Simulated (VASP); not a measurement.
# Li (Im-3m) in VASP: notebook

The runs below take Li through single point, relaxation of cell and atoms, with PBE+D3(BJ), PBE.

Program: VASP 6.6.1. These are calculated values, not measurements. Logs are shortened: lines on timing, memory, paths and dates and some standing lists are left out, and cuts for length are marked.

**1. The cell of the first run**

It takes space group Im-3m (No. 229, cubic). The conventional cell has a = 3.325 Å, b = 3.325 Å, c = 3.325 Å, α = 90.00°, β = 90.00°, γ = 90.00°. Li (site symmetry m-3m) has 14 Li at 2.88 to 3.32 Å within 3.8 Å.

**2. Single point, PBE+D3(BJ)**

The input, INCAR:

```
  PREC = Accurate
  ENCUT = 520
  EDIFF = 1E-7
  ISMEAR = -1
  SIGMA = 0.05
  LREAL = False
  LASPH = True
  NELM = 60
  ALGO = Normal
  ISIF = 2
  LWAVE = False
  LCHARG = True
  GGA = PE
  IVDW = 12
  LELF = True
  LVHAR = True
  NBANDS = 8
```

The input, KPOINTS:

```
Automatic mesh
0
Gamma
  11 11 11
```

The input, POSCAR:

```
Li
1.0
   -1.6623763976      1.6623763976      1.6623763976
    1.6623763976     -1.6623763976      1.6623763976
    1.6623763976      1.6623763976     -1.6623763976
Li
1
Direct
    0.0000000000      0.0000000000      0.0000000000
```

Potentials or basis: VASP PAW PBE potentials, release 64 (Li_sv).

Started as:

```console
cat potpaw_PBE.64/Li_sv/POTCAR > POTCAR
mpirun -np 1 vasp_std > vasp.out
```

OUTCAR:

```text
PREC = Accurate
   ENCUT = 520
   EDIFF = 1E-7
   ISMEAR = -1
   LREAL = False
   LASPH = True
   NELM = 60
   ISIF = 2
   GGA = PE
   IVDW = 12
 IVDW          = 12

 ion  position               nearest neighbor table
   1  0.000  0.000  0.000-

  LATTYP: Found a body centered cubic cell.
 ALAT       =     3.3247527952

  Lattice vectors:

 A1 = (  -1.6623763976,   1.6623763976,   1.6623763976)
 A2 = (   1.6623763976,  -1.6623763976,   1.6623763976)
 A3 = (   1.6623763976,   1.6623763976,  -1.6623763976)

Analysis of symmetry for initial positions (statically):
=====================================================================
 Subroutine PRICEL returns:
 Original cell was already a primitive cell.

 Routine SETGRP: Setting up the symmetry group for a
 body centered cubic supercell.

 Subroutine GETGRP returns: Found 48 space group operations
 (whereof 48 operations were pure point group operations)
 out of a pool of 48 trial point group operations.

The static configuration has the point symmetry O_h .

Analysis of symmetry for dynamics (positions and initial velocities):
=====================================================================
 Subroutine PRICEL returns:
 Original cell was already a primitive cell.

 Routine SETGRP: Setting up the symmetry group for a
 body centered cubic supercell.

 Subroutine GETGRP returns: Found 48 space group operations
 (whereof 48 operations were pure point group operations)
 out of a pool of 48 trial point group operations.

The dynamic configuration has the point symmetry O_h .

 Subroutine INISYM returns: Found 48 space group operations
 (whereof 48 operations are pure point group operations),
 and found     1 'primitive' translations

----------------------------------------------------------------------------------------

                                     Primitive cell

  volume of cell :      18.3759

  direct lattice vectors                    reciprocal lattice vectors
    -1.662376398  1.662376398  1.662376398     0.000000000  0.300774241  0.300774241
     1.662376398 -1.662376398  1.662376398     0.300774241  0.000000000  0.300774241
     1.662376398  1.662376398 -1.662376398     0.300774241  0.300774241  0.000000000

  length of vectors
     2.879320382  2.879320382  2.879320382     0.425359011  0.425359011  0.425359011

  position of ions in fractional coordinates (direct lattice)
     0.000000000  0.000000000  0.000000000

  ion indices of the primitive-cell ions
   primitive index   ion index
                 1           1

----------------------------------------------------------------------------------------

 KPOINTS: Automatic mesh

Automatic generation of k-mesh.
 Grid dimensions read from file:
 generate k-points for:   11   11   11

 Generating k-lattice:

  Cartesian coordinates                     Fractional coordinates (reciprocal lattice)
     0.000000000  0.027343113  0.027343113     0.090909091  0.000000000  0.000000000
     0.027343113  0.000000000  0.027343113     0.000000000  0.090909091  0.000000000
     0.027343113  0.027343113  0.000000000     0.000000000  0.000000000  0.090909091

  Length of vectors
     0.038669001  0.038669001  0.038669001

  Shift w.r.t. Gamma in fractional coordinates (k-lattice)
     0.000000000  0.000000000  0.000000000

 Subroutine IBZKPT returns following result:
 ===========================================

 Found     56 irreducible k-points:

 Following reciprocal coordinates:
            Coordinates               Weight
  0.000000  0.000000  0.000000      1.000000
  0.090909  0.000000  0.000000     12.000000
  0.181818  0.000000  0.000000     12.000000
  0.272727  0.000000  0.000000     12.000000
  0.363636  0.000000  0.000000     12.000000
  0.454545  0.000000  0.000000     12.000000
[... 16 lines left out ...]
  0.272727  0.181818  0.090909     48.000000
  0.363636  0.181818  0.090909     24.000000
 [... further k-points ...]
   k-points           NKPTS =     56   k-points in BZ     NKDIM =     56   number of bands    NBANDS=      8
   number of dos      NEDOS =    301   number of ions     NIONS =      1
   total plane-waves  NPLWV =  13824
   dimension x,y,z NGX =    24 NGY =   24 NGZ =   24
   dimension x,y,z NGXF=    48 NGYF=   48 NGZF=   48
   ions per type =               1
   NGX,Y,Z   is equivalent  to a cutoff of  13.86, 13.86, 13.86 a.u.
   NGXF,Y,Z  is equivalent  to a cutoff of  27.71, 27.71, 27.71 a.u.
 SYSTEM =  unknown system
   PREC   = accura    normal or accurate (medium, high low for compatibility)
   ISTART =      0    job   : 0-new  1-cont  2-samecut
   ICHARG =      2    charge: 1-file 2-atom 10-const
   ISPIN  =      1    spin polarized calculation?
   LNONCOLLINEAR =      F non collinear calculations
   LSORBIT =      F    spin-orbit coupling
   LASPH  =      T    aspherical Exc in radial PAW
   ENCUT  =  520.0 eV  38.22 Ry    6.18 a.u.   5.35  5.35  5.35*2*pi/ulx,y,z
[... 63 lines left out ...]
      6      21.5555      0.00000
      7      21.5555      0.00000
      8      21.5556      0.00000

 k-point     2 :       0.0909    0.0000    0.0000
  band No.  band energies     occupation
      1     -45.4522      2.00000
      2      -2.6123      2.00000
      3      15.4178      0.00000
      4      15.7929      0.00000
      5      16.2764      0.00000
      6      19.7042      0.00000
      7      19.8911      0.00000
      8      21.5250      0.00000

 k-point     3 :       0.1818    0.0000    0.0000
  band No.  band energies     occupation
      1     -45.4461      2.00000
      2      -2.1268      2.00000
      3      12.5453      0.00000
      4      14.4484      0.00000
      5      15.5072      0.00000
      6      18.1361      0.00000
      7      18.8751      0.00000
      8      21.4075      0.00000

 k-point     4 :       0.2727    0.0000    0.0000
  band No.  band energies     occupation
      1     -45.4382      2.00000
      2      -1.3204      2.00000
      3       9.4795      0.00000
      4      13.2829      0.00000
      5      14.6377      0.00000
      6      16.8010      0.00000
      7      18.8206      0.00000
      8      22.1149      0.00000

 k-point     5 :       0.3636    0.0000    0.0000
  band No.  band energies     occupation
      1     -45.4308      2.00000
      2      -0.2293      2.00000
      3       6.7904      0.00000
      4      12.4697      0.00000
      5      13.9594      0.00000
      6      15.9077      0.00000
      7      19.0599      0.00000
      8      23.3585      0.00000

 k-point     6 :       0.4545    0.0000    0.0000
  band No.  band energies     occupation
      1     -45.4265      2.00000
      2       0.8970      1.30138
      3       4.8478      0.00000
      4      12.0559      0.00000
      5      13.5989      0.00000
      6      15.4604      0.00000
      7      19.3071      0.00000
      8      24.7375      0.00000

 k-point     7 :       0.0909    0.0909    0.0000
  band No.  band energies     occupation
      1     -45.4480      2.00000
      2      -2.2884      2.00000
      3      13.9819      0.00000
      4      14.1634      0.00000
      5      15.3644      0.00000
      6      18.9694      0.00000
      7      19.2773      0.00000
      8      21.4277      0.00000
[... 133 lines left out ...]
 k-point    20 :       0.3636    0.0909    0.0909
  band No.  band energies     occupation
      1     -45.4258      2.00000
      2       1.3105      0.00095
      3       4.8710      0.00000
      4      10.0888      0.00000
      5      11.3814      0.00000
      6      19.5965      0.00000
      7      21.0015      0.00000
      8      25.3895      0.00000

 k-point    21 :      -0.0909    0.0909    0.0909
  band No.  band energies     occupation
      1     -45.4500      2.00000
      2      -2.4498      2.00000
      3      14.8940      0.00000
      4      14.8940      0.00000
      5      15.9179      0.00000
      6      18.2331      0.00000
      7      20.6817      0.00000
      8      20.6817      0.00000

 k-point    22 :       0.1818    0.1818    0.0909
  band No.  band energies     occupation
      1     -45.4303      2.00000
      2      -0.0171      2.00000
      3       7.8999      0.00000
      4       9.2541      0.00000
      5      11.5765      0.00000
      6      21.2519      0.00000
      7      21.4186      0.00000
      8      24.5370      0.00000

 k-point    23 :       0.2727    0.1818    0.0909
  band No.  band energies     occupation
      1     -45.4260      2.00000
      2       1.2375      0.00410
      3       5.7443      0.00000
      4       8.3769      0.00000
      5      11.1801      0.00000
      6      21.7145      0.00000
      7      22.3034      0.00000
      8      25.5274      0.00000

 k-point    24 :       0.3636    0.1818    0.0909
  band No.  band energies     occupation
      1     -45.4244      2.00000
      2       2.1863      0.00000
      3       4.4376      0.00000
      4       8.1315      0.00000
      5      11.0487      0.00000
      6      21.7654      0.00000
      7      22.7653      0.00000
      8      26.3279      0.00000

 [... further k-points ...]

------------------------ aborting loop because EDIFF is reached ----------------------------------------

 Edisp (eV)   -0.18646

 E8    (eV) :    -0.0775

  FORCE on cell =-STRESS in cart. coord.  units (eV):
  Direction    XX          YY          ZZ          XY          YZ          ZX
  --------------------------------------------------------------------------------------
  -------------------------------------------------------------------------------------
  Total      -0.01681    -0.01681    -0.01681     0.00000    -0.00000     0.00000
  in kB      -1.46543    -1.46543    -1.46543     0.00000    -0.00000     0.00000
  external pressure =       -1.47 kB  Pullay stress =        0.00 kB

 VOLUME and BASIS-vectors are now :
 -----------------------------------------------------------------------------
  energy-cutoff  :      520.00
  volume of cell :       18.38
      direct lattice vectors                 reciprocal lattice vectors
    -1.662376398  1.662376398  1.662376398     0.000000000  0.300774241  0.300774241
     1.662376398 -1.662376398  1.662376398     0.300774241  0.000000000  0.300774241
     1.662376398  1.662376398 -1.662376398     0.300774241  0.300774241  0.000000000

 POSITION                                       TOTAL-FORCE (eV/Angst)
 -----------------------------------------------------------------------------------
      0.00000      0.00000      0.00000        -0.000000     -0.000000      0.000000
 -----------------------------------------------------------------------------------
    total drift:                               -0.000000     -0.000000      0.000000

  FREE ENERGIE OF THE ION-ELECTRON SYSTEM (eV)
  ---------------------------------------------------
  free  energy   TOTEN  =        -2.0871723083 eV

  energy  without entropy=       -2.0833897818  energy(sigma->0) =       -2.08528105
```

Run time: 5.3 s. Hardware: 1 thread of AMD EPYC 9R45 (Zen 5), shared host; peak memory 0.11 GiB.

Results:

```yaml
Free_energy: -2.0872 eV
Dispersion_energy_per_atom: -0.186 eV
```

Levels at points of the mesh, in eV from the Fermi level:
| k point | band 1 | band 2 | band 3 | band 4 | band 5 |
| --- | --- | --- | --- | --- | --- |
| (0.00, 0.00, 0.00) | -46.38 | -3.70 | 15.65 | 15.65 | 15.65 |

Caveat: the cutoff is under 1.25 times the usual one of these potentials, so pressure, stress and relaxed cells hold a basis-set (Pulay) error; pairwise dispersion overbinds metals, which lowers pressure and volume.

**3. Single point, PBE**

This run uses another cell than the first one, of 20.19 Å³/atom, 1.099 times its volume.

The input, INCAR:

```
SYSTEM = Li
  ALGO = Normal
  EDIFF = 1E-6
  ENCUT = 520
  GGA = PE
  ISIF = 2
  ISMEAR = -1
  LASPH = .True.
  LCHARG = .False.
  LREAL = .False.
  LWAVE = .False.
  NBANDS = 8
  NELM = 80
  PREC = Accurate
  SIGMA = 0.05
```

The input, KPOINTS:

```
k-points
0
Gamma
  11 11 11
  0 0 0
```

The input, POSCAR:

```
Li
1.0
   -1.7153900961      1.7153900961      1.7153900961
    1.7153900961     -1.7153900961      1.7153900961
    1.7153900961      1.7153900961     -1.7153900961
Li
1
Direct
    0.0000000000      0.0000000000      0.0000000000
```

Potentials or basis: VASP PAW PBE potentials, release 64 (Li_sv).

Started as:

```console
cat potpaw_PBE.64/Li_sv/POTCAR > POTCAR
mpirun -np 1 vasp_std > vasp.out
```

It took 4.6 s on 1 thread of AMD EPYC 9R45 (Zen 5), shared host; peak memory 0.1 GiB.

It converged, with:

```yaml
Free_energy: -1.9098 eV
```

Levels at points of the mesh, in eV from the Fermi level:
```tsv
k point	band 1	band 2	band 3	band 4	band 5
(0.00, 0.00, 0.00)	-46.54	-3.58	14.63	14.63	14.63
```

Caveat: the cutoff is under 1.25 times the usual one of these potentials, so pressure, stress and relaxed cells hold a basis-set (Pulay) error.

**4. Single point, PBE**

This run uses another cell than the first one, of 21.61 Å³/atom, 1.176 times its volume.

The input, INCAR:

```
PREC = Accurate
ENCUT = 520
EDIFF = 1E-6
ISMEAR = 0
SIGMA = 0.02
LREAL = False
LASPH = True
NELM = 100
ALGO = Fast
ISIF = 2
LWAVE = False
LCHARG = False
GGA = PE
NBANDS = 8
```

The input, KPOINTS:

```
regular mesh
0
Gamma
  11 11 11
```

The input, POSCAR:

```
Li
1.0
   -1.7546500000      1.7546500000      1.7546500000
    1.7546500000     -1.7546500000      1.7546500000
    1.7546500000      1.7546500000     -1.7546500000
Li
1
Direct
    0.0000000000      0.0000000000      0.0000000000
```

Started as:

```console
cat potpaw_PBE.64/Li_sv/POTCAR > POTCAR
mpirun -np 1 vasp_std > vasp.out
```

Wall time 5.7 s (1 thread of AMD EPYC 9R45 (Zen 5), shared host); peak memory 0.1 GiB.

It converged, with:

| Item | Value |
| --- | --- |
| Free energy | -1.9041 eV |

Levels at points of the mesh, in eV from the Fermi level:
```csv
k point,band 1,band 2,band 3,band 4
"(0.00, 0.00, 0.00)",-46.63,-3.47,13.96,13.96
```

Caveat: the cutoff is under 1.25 times the usual one of these potentials, so pressure, stress and relaxed cells hold a basis-set (Pulay) error.

**5. Relaxation of cell and atoms, PBE+D3(BJ)**

This run uses another cell than the first one, of 21.61 Å³/atom, 1.176 times its volume.

The input, INCAR:

```
ALGO = Normal ; EDIFF = 1E-6
EDIFFG = -0.02 ; ENCUT = 600
GGA = PE ; IBRION = 2
ISIF = 3 ; ISMEAR = -1
IVDW = 12 ; LASPH = T
LCHARG = F ; LREAL = F
LWAVE = F ; NELM = 80
NSW = 80 ; PREC = Accurate
SIGMA = 0.05
```

The input, KPOINTS:

```
k-points
0
Gamma
  11 11 11
```

POSCAR is that of step 4.

Started as:

```console
cat potpaw_PBE.64/Li_sv/POTCAR > POTCAR
mpirun -np 1 vasp_std > vasp.out
```

It took 12 s on 1 thread of AMD EPYC 9R45 (Zen 5), shared host; peak memory 0.11 GiB.

The run converged. Its results:

| Quantity | Value |
| --- | --- |
| Free energy | -2.0912 eV |
| Relaxed volume | 18.19 Å³/atom |
| Relaxed cell | a = 2.870 Å, b = 2.870 Å, c = 2.870 Å, α = 109.47°, β = 109.47°, γ = 109.47° |
| Space group after relaxing (to 0.05 Å) | Im-3m (No. 229) |
| Energy gained by relaxing | 26.2 meV/atom |
| Ionic steps | 5 |
| Pressure after relaxing | -0.1 GPa |
| Dispersion energy per atom | -0.188 eV |

Step by step:
| step | energy change (eV) | largest force (eV/Å) | pressure (GPa) | volume (Å³) |
| --- | --- | --- | --- | --- |
| 1 | 0.0000 | 0.0000 | -2.06 | 21.61 |
| 2 | -0.0102 | 0.0000 | -1.72 | 20.75 |
| 3 | -0.0243 | 0.0000 | -0.68 | 18.94 |
| 4 | -0.0062 | 0.0000 | 2.99 | 15.65 |
| 5 | -0.0262 | 0.0000 | -0.11 | 18.19 |

Final structure:
```cif
data_structure
_symmetry_space_group_name_H-M 'P 1'
_symmetry_Int_Tables_number 1
_cell_length_a 2.8697
_cell_length_b 2.8697
_cell_length_c 2.8697
_cell_angle_alpha 109.471
_cell_angle_beta 109.471
_cell_angle_gamma 109.471
_cell_volume 18.19
loop_
_atom_site_label
_atom_site_type_symbol
_atom_site_fract_x
_atom_site_fract_y
_atom_site_fract_z
_atom_site_occupancy
Li1 Li 0.00000 0.00000 0.00000 1
```

Levels at points of the mesh, in eV from the Fermi level:
```
           k point  band 1  band 2  band 3  band 4  band 5
(0.00, 0.00, 0.00)  -46.36   -3.72   15.76   15.76   15.76
```

Caveat: the cutoff is under 1.25 times the usual one of these potentials, so pressure, stress and relaxed cells hold a basis-set (Pulay) error; the volume moved by over 15 % at a fixed basis, so the end points are rough; the volume moved by -16 % from the deposited cell, more than functionals usually miss; pairwise dispersion overbinds metals, which lowers pressure and volume.

**6. Relaxation of cell and atoms, PBE**

This run uses another cell than the first one, of 21.61 Å³/atom, 1.176 times its volume.

The input, INCAR:

```
PREC     = Accurate       # precision mode
ENCUT    = 600            # plane-wave cutoff, eV
EDIFF    = 1E-7           # SCF threshold, eV
ISMEAR   = -1             # smearing method
SIGMA    = 0.05           # smearing width, eV
LREAL    = False          # projectors in reciprocal space
LASPH    = True           # aspherical terms in the spheres
NELM     = 80             # most SCF steps
ALGO     = Normal         # electronic algorithm
ISIF     = 3              # what is computed and relaxed
LWAVE    = False          # write WAVECAR
LCHARG   = False          # write CHGCAR
GGA      = PE             # functional
IBRION   = 2              # ionic algorithm
NSW      = 80             # ionic steps
EDIFFG   = -0.01          # ionic threshold
```

The input, KPOINTS:

```
regular mesh
0
Gamma
  11 11 11
```

POSCAR is that of step 5.

Potentials or basis: VASP PAW PBE potentials, release 64 (Li_sv).

Started as:

```console
cat potpaw_PBE.64/Li_sv/POTCAR > POTCAR
mpirun -np 1 vasp_std > vasp.out
```

Run time: 9.9 s. Hardware: 1 thread of AMD EPYC 9R45 (Zen 5), shared host; peak memory 0.1 GiB.

Results (log left out):

```yaml
Free_energy: -1.9111 eV
Relaxed_volume: 20.01 Å³/atom
Relaxed_cell: a = 2.962 Å, b = 2.962 Å, c = 2.962 Å, α = 109.47°, β = 109.47°, γ = 109.47°
Space_group_after_relaxing_to_0.05_Å: Im-3m (No. 229)
Energy_gained_by_relaxing: 4.9 meV/atom
Ionic_steps: 4
Pressure_after_relaxing: 0.0 GPa
```

The path:
| step | energy change (eV) | largest force (eV/Å) | pressure (GPa) | volume (Å³) |
| --- | --- | --- | --- | --- |
| 1 | 0.0000 | 0.0000 | -0.92 | 21.61 |
| 2 | -0.0020 | 0.0000 | -0.73 | 21.22 |
| 3 | -0.0048 | 0.0000 | -0.09 | 20.15 |
| 4 | -0.0049 | 0.0000 | 0.00 | 20.01 |

Final structure:
```
Li
1.0
    -1.71013    1.71013    1.71013
     1.71013   -1.71013    1.71013
     1.71013    1.71013   -1.71013
Li
1
Direct
  0.00000 0.00000 0.00000
```

Levels at points of the mesh, in eV from the Fermi level:
```tsv
k point	band 1	band 2	band 3	band 4	band 5
(0.00, 0.00, 0.00)	-46.52	-3.60	14.73	14.73	14.73
```

Caveat: the cutoff is under 1.25 times the usual one of these potentials, so pressure, stress and relaxed cells hold a basis-set (Pulay) error.

**7. The runs side by side**

```tsv
task	level	cell	cutoff (eV)	smearing	gap on the mesh (eV)	pressure (GPa)	relaxed volume (Å³/atom)
single point	PBE+D3(BJ)	a = 2.879 Å, angles 109.5°, 1 atom	520	fermi-dirac 0.05 eV	none	-	-
single point	PBE	a = 2.971 Å, angles 109.5°, 1 atom	520	fermi-dirac 0.05 eV	none	-	-
single point	PBE	a = 3.039 Å, angles 109.5°, 1 atom	520	gaussian 0.02 eV	none	-	-
relaxation of cell and atoms	PBE+D3(BJ)	relaxed from a = 3.039 Å, angles 109.5°, 1 atom	600	fermi-dirac 0.05 eV	none	-0.1	18.19
relaxation of cell and atoms	PBE	relaxed from a = 3.039 Å, angles 109.5°, 1 atom	600	fermi-dirac 0.05 eV	none	0.0	20.01
```

Alike in all rows: potentials or basis VASP PAW PBE potentials, release 64 (Li_sv); no spin polarisation; k mesh 11 × 11 × 11.

Caveats: the cutoff is under 1.25 times the usual one of these potentials, so pressure, stress and relaxed cells hold a basis-set (Pulay) error; pairwise dispersion overbinds metals, which lowers pressure and volume (some runs); the volume moved by over 15 % at a fixed basis, so the end points are rough (some runs); the volume moved by -16 % from the deposited cell, more than functionals usually miss (some runs).

Absolute energies hang on the potentials; compare differences alone.

**8. How close it comes**

Step 5. The cell as given is a measured one (21.61 Å³/atom); PBE+D3(BJ) puts the equilibrium volume -15.8 % from it, thermal expansion not counted.

Step 6. The cell as given is a measured one (21.61 Å³/atom); PBE puts the equilibrium volume -7.4 % from it, thermal expansion not counted.
